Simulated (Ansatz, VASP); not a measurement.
One calculation of Au, two programs

The input INCAR:

```
SYSTEM = Au
ALGO = Normal
EDIFF = 1E-7
ENCUT = 520
GGA = RE
ISIF = 2
ISMEAR = -1
LASPH = .True.
LCHARG = .False.
LREAL = .False.
LWAVE = .False.
NBANDS = 30
NELM = 80
PREC = Accurate
SIGMA = 0.1
```

Contents of KPOINTS:

```
k-points
0
Gamma
  14 14 4
  0 0 0
```

POSCAR

```
Au
1.0
    2.9758221164      0.0000000000      0.0000000000
   -1.4879110582      2.5771375500      0.0000000000
    0.0000000000      0.0000000000      9.9592064869
Au
4
Direct
    0.0000000000      1.0000000000      1.0000000000
    0.0000000000      1.0000000000      0.5000000000
    0.3333333333      0.6666666667      0.2500000000
    0.6666666667      0.3333333333      0.7500000000
```

Input for Ansatz:

```yaml
crystal:
  lattice:
    - [2.9758221164, 0.0, 0.0]
    - [-1.4879110582, 2.57713755, 0.0]
    - [0.0, 0.0, 9.9592064869]
  atoms:
    - { symbol: Au, position: [0.0, 1.0, 1.0] }
    - { symbol: Au, position: [0.0, 1.0, 0.5] }
    - { symbol: Au, position: [0.3333333333, 0.6666666667, 0.25] }
    - { symbol: Au, position: [0.6666666667, 0.3333333333, 0.75] }
hamiltonian:
  xc: revpbe
  pseudopotentials:
    kind: paw
    azcp:
      Au: "pseudopotentials/Au.paw.azcp"
basis:
  ecutwfc: 420
  fft_grid_basis: typed
kpoints:
  mp_grid: { grid: [14, 14, 4], shift: [0, 0, 0] }
magnetization:
  spin_polarized: false
scf:
  occupations: { method: fermi_dirac, width: 0.1 }
  lower_state_search: "off"
output:
  stress: true
  write_density: true
  write_potential: true
  elf: true
  volumetric_format: npy
```

Alike in both runs: task single point; functional revPBE; k mesh 14 × 14 × 4; occupations fermi-dirac, width 0.1 eV; no spin polarisation.

|  | VASP | Ansatz |
| --- | --- | --- |
| version | VASP 6.6.1 | Ansatz 0.2.0 |
| potentials or method | VASP PAW PBE potentials, release 64 (Au), cutoff 520 eV | plane waves (420 eV) with PAW, scalar-relativistic |
| valence electrons in the cell | 44 | 76 |

Ansatz gave:

* pressure (GPa): -4.3
* traceless stress, the component that is largest in VASP (GPa): -0.31

What did VASP give for the same quantities?

Pressure (GPa): -4.4; traceless stress, the component that is largest in VASP (GPa): -0.32.

VASP's potentials were made for PBE, not for revPBE. The functional is the same, so the differences come from potentials, cutoffs and numerics. VASP's potentials hold 44 valence electrons a cell and Ansatz's 76, so a difference there can come from the potentials and not from the codes.

Spin-orbit coupling is off throughout.
